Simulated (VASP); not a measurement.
# MgF2 (P4_2/mnm) in VASP: notebook, part 2 of 2

VASP 6.6.1. Earlier steps stand in the parts before.

### Step 3. Single point, r2SCAN

Input file POSCAR:

```
MgF2
1.0
    4.6220162608      0.0000000000      0.0000000000
    0.0000000000      4.6220162608      0.0000000000
    0.0000000000      0.0000000000      3.0461115451
Mg F
2 4
Direct
    0.0000000000      0.0000000000      0.0000000000
    0.5000000000      0.5000000000      0.5000000000
    0.3029506050      0.3029506050      0.0000000000
    0.1970493950      0.8029506050      0.5000000000
    0.6970493950      0.6970493950      0.0000000000
    0.8029506050      0.1970493950      0.5000000000
```

Input file INCAR.step1:

```
PREC     = Accurate       # precision mode
ENCUT    = 660            # plane-wave cutoff, eV
ISMEAR   = 0              # smearing method
SIGMA    = 0.01           # smearing width, eV
LREAL    = F              # projectors in reciprocal space
LASPH    = T              # aspherical terms in the spheres
NELM     = 120            # most SCF steps
NBANDS   = 25             # bands
GGA      = PE             # functional
ALGO     = Normal         # electronic algorithm
EDIFF    = 1E-5           # SCF threshold, eV
LWAVE    = T              # write WAVECAR
LCHARG   = F              # write CHGCAR
GGA_COMPAT= F
```

Input file INCAR.step2:

```
PREC     = Accurate       # precision mode
ENCUT    = 660            # plane-wave cutoff, eV
EDIFF    = 1E-6           # SCF threshold, eV
ISMEAR   = 0              # smearing method
SIGMA    = 0.01           # smearing width, eV
LREAL    = F              # projectors in reciprocal space
LASPH    = T              # aspherical terms in the spheres
NELM     = 120            # most SCF steps
ALGO     = Normal         # electronic algorithm
ISIF     = 2              # what is computed and relaxed
LWAVE    = F              # write WAVECAR
LCHARG   = F              # write CHGCAR
METAGGA  = R2SCAN         # meta-GGA
LMIXTAU  = T            
NBANDS   = 25             # bands
ISTART   = 1            
GGA_COMPAT= F
```

Input file KPOINTS:

```
Automatic mesh
0
Gamma
  6 6 8
```

Potentials or basis: VASP PAW PBE potentials, release 64 (Mg, F).

Command:

```console
$ cat potpaw_PBE.64/Mg/POTCAR potpaw_PBE.64/F/POTCAR > POTCAR
$ cp INCAR.step1 INCAR
$ mpirun -np 1 vasp_std > vasp.out
$ cp INCAR.step2 INCAR
$ mpirun -np 1 vasp_std > vasp.out
```

It took 2.3 min on 1 thread of Intel Xeon 6975P-C (Granite Rapids), shared host; peak memory 0.27 GiB.

It converged, with:

```yaml
Free_energy: -43.8586 eV
Pressure: -1.5 GPa
Largest_force: 0.007 eV/Å
Band_gap_on_the_k_mesh: 8.03 eV
```

Forces in eV/Å, atoms in the order of the input:
```
Mg   0.000  0.000  0.000
Mg   0.000  0.000  0.000
F    0.005  0.005  0.000
F   -0.005  0.005  0.000
F   -0.005 -0.005  0.000
F    0.005 -0.005  0.000
```

Stress tensor (GPa, compression positive):
```
-1.41  0.00  0.00
 0.00 -1.41  0.00
 0.00  0.00 -1.55
```

Levels at points of the mesh, in eV from the valence-band top:
```tsv
k point	band 13	band 14	band 15	band 16	band 17	band 18	band 19	band 20
(0.00, 0.00, 0.00)	-0.72	-0.32	-0.32	0.00	8.03	13.27	13.27	14.81
(0.50, 0.00, 0.00)	-0.98	-0.98	-0.38	-0.38	10.47	10.47	14.56	14.56
(0.50, 0.50, 0.00)	-0.95	-0.95	-0.79	-0.79	12.23	12.23	12.33	12.33
(0.00, 0.00, 0.50)	-1.16	-1.16	-0.86	-0.86	12.88	12.88	16.07	16.07
(0.50, 0.00, 0.50)	-0.74	-0.74	-0.68	-0.68	13.79	13.79	14.59	14.59
(0.50, 0.50, 0.50)	-0.62	-0.62	-0.48	-0.48	14.28	14.28	14.55	14.55
```

Caveat: the PAW data sets were made with another functional, which shifts forces and pressure a little. r2SCAN opens gaps a little over a GGA but as a rule still falls short of measured ones.

### Step 4. Relaxation of cell and atoms, PBE

This run uses another cell than the first one, of 10.88 Å³/atom.

Input file INCAR:

```
SYSTEM = MgF2
PREC = Accurate
ENCUT = 600
EDIFF = 1E-7
ISMEAR = -1
SIGMA = 0.02
LREAL = .FALSE.
LASPH = .TRUE.
NELM = 120
ALGO = Normal
ISIF = 3
LWAVE = .FALSE.
LCHARG = .FALSE.
GGA = PE
IBRION = 2
NSW = 80
EDIFFG = -0.005
GGA_COMPAT = .FALSE.
NELMIN = 4
```

Input file KPOINTS:

```
Automatic mesh
0
G
  6 6 8
  0 0 0
```

Input file POSCAR:

```
MgF2
1.0
    4.6250000000      0.0000000000      0.0000000000
    0.0000000000      4.6250000000      0.0000000000
    0.0000000000      0.0000000000      3.0520000000
Mg F
2 4
Direct
    0.0000000000      0.0000000000      0.0000000000
    0.5000000000      0.5000000000      0.5000000000
    0.3030000000      0.3030000000      0.0000000000
    0.1970000000      0.8030000000      0.5000000000
    0.6970000000      0.6970000000      0.0000000000
    0.8030000000      0.1970000000      0.5000000000
```

Command:

```console
$ cat potpaw_PBE.64/Mg/POTCAR potpaw_PBE.64/F/POTCAR > POTCAR
$ mpirun -np 1 vasp_std > vasp.out
```

Run time: 73 s. Hardware: 1 thread of Intel Xeon 6975P-C (Granite Rapids), shared host; peak memory 0.23 GiB.

It converged, with:

- Free energy: -31.5454 eV
- Relaxed volume: 11.26 Å³/atom
- Relaxed cell: a = 4.681 Å, b = 4.681 Å, c = 3.084 Å, α = 90.00°, β = 90.00°, γ = 90.00°
- Space group after relaxing (to 0.1 Å): P4_2/mnm (No. 136)
- Energy gained by relaxing: 4.0 meV/atom
- Ionic steps: 5
- Pressure after relaxing: 0.0 GPa
- Band gap on the k mesh: 6.86 eV

Step by step:
```csv
step,energy change (eV),largest force (eV/Å),pressure (GPa),volume (Å³)
1,0.0000,0.0219,3.50,65.28
2,-0.0237,0.0395,-0.03,67.55
3,-0.0237,0.0386,0.02,67.52
4,-0.0240,0.0184,0.00,67.55
5,-0.0241,0.0003,0.00,67.58
```

Final structure:
```
Mg F
1.0
     4.68133    0.00000    0.00000
     0.00000    4.68133    0.00000
     0.00000    0.00000    3.08363
Mg F
2 4
Direct
  0.00000 0.00000 0.00000
  0.50000 0.50000 0.50000
  0.30337 0.30337 0.00000
  0.19663 0.80337 0.50000
  0.69663 0.69663 0.00000
  0.80337 0.19663 0.50000
```

Levels at points of the mesh, in eV from the valence-band top:
```tsv
k point	band 13	band 14	band 15	band 16	band 17	band 18	band 19	band 20
(0.00, 0.00, 0.00)	-0.72	-0.32	-0.32	0.00	6.86	12.02	12.02	13.50
(0.50, 0.00, 0.00)	-0.95	-0.95	-0.36	-0.36	9.23	9.23	13.25	13.25
(0.50, 0.50, 0.00)	-0.92	-0.92	-0.73	-0.73	10.85	10.85	11.06	11.06
(0.00, 0.00, 0.50)	-1.08	-1.08	-0.81	-0.81	11.55	11.55	14.73	14.73
(0.50, 0.00, 0.50)	-0.71	-0.71	-0.63	-0.63	12.49	12.49	13.11	13.11
(0.50, 0.50, 0.50)	-0.58	-0.58	-0.47	-0.47	12.92	12.92	13.13	13.13
```

### Step 5. Relaxation of cell and atoms, PBEsol

This run uses another cell than the first one, of 11.38 Å³/atom.

Input file INCAR:

```
SYSTEM = MgF2
ALGO     = Normal         ! electronic algorithm
EDIFF    = 1E-7           ! SCF threshold, eV
EDIFFG   = -0.005         ! ionic threshold
ENCUT    = 600            ! plane-wave cutoff, eV
GGA      = PS             ! functional
GGA_COMPAT= .FALSE.      
IBRION   = 2              ! ionic algorithm
ISIF     = 3              ! what is computed and relaxed
ISMEAR   = -1             ! smearing method
LASPH    = .TRUE.         ! aspherical terms in the spheres
LCHARG   = .FALSE.        ! write CHGCAR
LREAL    = .FALSE.        ! projectors in reciprocal space
LWAVE    = .FALSE.        ! write WAVECAR
NELM     = 120            ! most SCF steps
NELMIN   = 4            
NSW      = 80             ! ionic steps
PREC     = Accurate       ! precision mode
SIGMA    = 0.02           ! smearing width, eV
```

Input file KPOINTS:

```
k-points
0
G
  6 6 8
  0 0 0
```

Input file POSCAR:

```
MgF2
1.0
    4.6975999816      0.0000000000      0.0000000000
    0.0000000000      4.6975999816      0.0000000000
    0.0000000000      0.0000000000      3.0930660499
Mg F
2 4
Direct
    0.0000000000      0.0000000000      0.0000000000
    0.5000000000      0.5000000000      0.5000000000
    0.3035644567      0.3035644567      0.0000000000
    0.1964355433      0.8035644567      0.5000000000
    0.6964355433      0.6964355433      0.0000000000
    0.8035644567      0.1964355433      0.5000000000
```

Command:

```console
$ cat potpaw_PBE.64/Mg/POTCAR potpaw_PBE.64/F/POTCAR > POTCAR
$ mpirun -np 1 vasp_std > vasp.out
```

Run time: 3 min. Hardware: 1 thread of Oxide Virtual Turin-like, shared host; peak memory 0.22 GiB.

It converged, with:

```yaml
Free_energy: -32.6201 eV
Relaxed_volume: 10.87 Å³/atom
Relaxed_cell: a = 4.623 Å, b = 4.623 Å, c = 3.052 Å, α = 90.00°, β = 90.00°, γ = 90.00°
Space_group_after_relaxing_to_0.1_Å: P4_2/mnm (No. 136)
Energy_gained_by_relaxing: 6.8 meV/atom
Ionic_steps: 5
Pressure_after_relaxing: 0.0 GPa
Band_gap_on_the_k_mesh: 6.93 eV
```

The path:
```tsv
step	energy change (eV)	largest force (eV/Å)	pressure (GPa)	volume (Å³)
1	0.0000	0.0404	-4.16	68.26
2	-0.0398	0.0523	-0.12	65.38
3	-0.0398	0.0541	-0.03	65.33
4	-0.0405	0.0222	-0.01	65.27
5	-0.0406	0.0015	0.01	65.23
```

Final structure:
```
CELL_PARAMETERS angstrom
4.62327 0.00000 0.00000
0.00000 4.62327 0.00000
0.00000 0.00000 3.05193
ATOMIC_POSITIONS crystal
Mg 0.00000 0.00000 0.00000
Mg 0.50000 0.50000 0.50000
F 0.30317 0.30317 0.00000
F 0.19683 0.80317 0.50000
F 0.69683 0.69683 0.00000
F 0.80317 0.19683 0.50000
```

Levels at points of the mesh, in eV from the valence-band top:
| k point | band 12 | band 13 | band 14 | band 15 | band 16 | band 17 | band 18 | band 19 | band 20 |
| --- | --- | --- | --- | --- | --- | --- | --- | --- | --- |
| (0.00, 0.00, 0.00) | -1.24 | -0.74 | -0.32 | -0.32 | 0.00 | 6.93 | 12.05 | 12.05 | 13.54 |
| (0.50, 0.00, 0.00) | -1.39 | -0.99 | -0.99 | -0.38 | -0.38 | 9.35 | 9.35 | 13.31 | 13.31 |
| (0.50, 0.50, 0.00) | -1.29 | -0.96 | -0.96 | -0.78 | -0.78 | 11.07 | 11.07 | 11.12 | 11.12 |
| (0.00, 0.00, 0.50) | -1.45 | -1.17 | -1.17 | -0.87 | -0.87 | 11.67 | 11.67 | 14.74 | 14.74 |
| (0.50, 0.00, 0.50) | -1.38 | -0.74 | -0.74 | -0.67 | -0.67 | 12.56 | 12.56 | 13.31 | 13.31 |
| (0.50, 0.50, 0.50) | -1.41 | -0.61 | -0.61 | -0.49 | -0.49 | 13.13 | 13.13 | 13.15 | 13.15 |

Caveat: the PAW data sets were made with another functional, which shifts forces and pressure a little.

### Step 6. Overview

| task | level | cell | cutoff (eV) | smearing | gap on the mesh (eV) | pressure (GPa) | relaxed volume (Å³/atom) | largest force (eV/Å) |
| --- | --- | --- | --- | --- | --- | --- | --- | --- |
| single point | r2SCAN | a = 4.622, b = 4.622, c = 3.046 Å, 6 atoms, atomic positions A | 660 | fermi-dirac 0.02 eV | 8.03 | -1.5 | - | 0.01 |
| single point | r2SCAN | a = 4.622, b = 4.622, c = 3.046 Å, 6 atoms, atomic positions A | 660 | gaussian 0.01 eV | 8.03 | -1.5 | - | 0.01 |
| relaxation of cell and atoms | PBE | relaxed from a = 4.625, b = 4.625, c = 3.052 Å, 6 atoms, atomic positions A | 600 | fermi-dirac 0.02 eV | 6.86 | 0.0 | 11.26 | - |
| relaxation of cell and atoms | PBEsol | relaxed from a = 4.698, b = 4.698, c = 3.093 Å, 6 atoms, atomic positions B | 600 | fermi-dirac 0.02 eV | 6.93 | 0.0 | 10.87 | - |

Alike in all rows: potentials or basis VASP PAW PBE potentials, release 64 (Mg, F); no spin polarisation; k mesh 6 × 6 × 8.

Caveats: the PAW data sets were made with another functional, which shifts forces and pressure a little (at least some runs).

Total energies depend on the potentials used, so only differences within one code and one set of settings carry meaning.
